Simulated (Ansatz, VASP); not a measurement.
**Two plane-wave programs on As**

Contents of INCAR:

```
PREC = Accurate ; ENCUT = 520
EDIFF = 1E-6 ; ISMEAR = -1
SIGMA = 0.03 ; LREAL = F
LASPH = T ; NELM = 60
ALGO = Normal ; ISIF = 2
LWAVE = F ; LCHARG = T
GGA = PE ; LELF = T
LVHAR = T ; NBANDS = 12
```

The input KPOINTS:

```
Automatic mesh
0
Gamma
  10 10 10
```

POSCAR

```
As
1.0
    1.9036109523      1.0990502958      3.6081612956
   -1.9036109523      1.0990502958      3.6081612956
    0.0000000000     -2.1981005915      3.6081612956
As
2
Direct
    0.7737100447      0.7737100447      0.7737100447
    0.2262899553      0.2262899553      0.2262899553
```

Input for Ansatz:

```yaml
crystal:
  lattice:
    - [1.9036109523, 1.0990502958, 3.6081612956]
    - [-1.9036109523, 1.0990502958, 3.6081612956]
    - [0.0, -2.1981005915, 3.6081612956]
  atoms:
    - { symbol: As, position: [0.7737100447, 0.7737100447, 0.7737100447] }
    - { symbol: As, position: [0.2262899553, 0.2262899553, 0.2262899553] }
hamiltonian:
  xc: pbe
  pseudopotentials:
    kind: paw
    azcp:
      As: "pseudopotentials/As.paw.azcp"
basis:
  ecutwfc: 420
  fft_grid_basis: typed
kpoints:
  mp_grid: { grid: [10, 10, 10], shift: [0, 0, 0] }
magnetization:
  spin_polarized: false
scf:
  occupations: { method: fermi_dirac, width: 0.03 }
  lower_state_search: "off"
output:
  stress: true
```

Alike in both runs: task single point; functional PBE; k mesh 10 × 10 × 10; occupations fermi-dirac, width 0.03 eV; no spin polarisation.

```csv
,VASP,Ansatz
version,VASP 6.6.1,Ansatz 0.2.0
potentials or method,"VASP PAW PBE potentials, release 64 (As), cutoff 520 eV","plane waves (420 eV) with PAW, scalar-relativistic"
valence electrons in the cell,10,30
```

|  | VASP | Ansatz | Ansatz less VASP |
| --- | --- | --- | --- |
| pressure (GPa) | 0.2 | 0.0 | -0.25 |
| traceless stress, the component that is largest in VASP (GPa) | -0.12 | -0.04 | +0.071 |

VASP's potentials hold 10 valence electrons a cell and Ansatz's 30, so a difference there can come from the potentials and not from the codes.
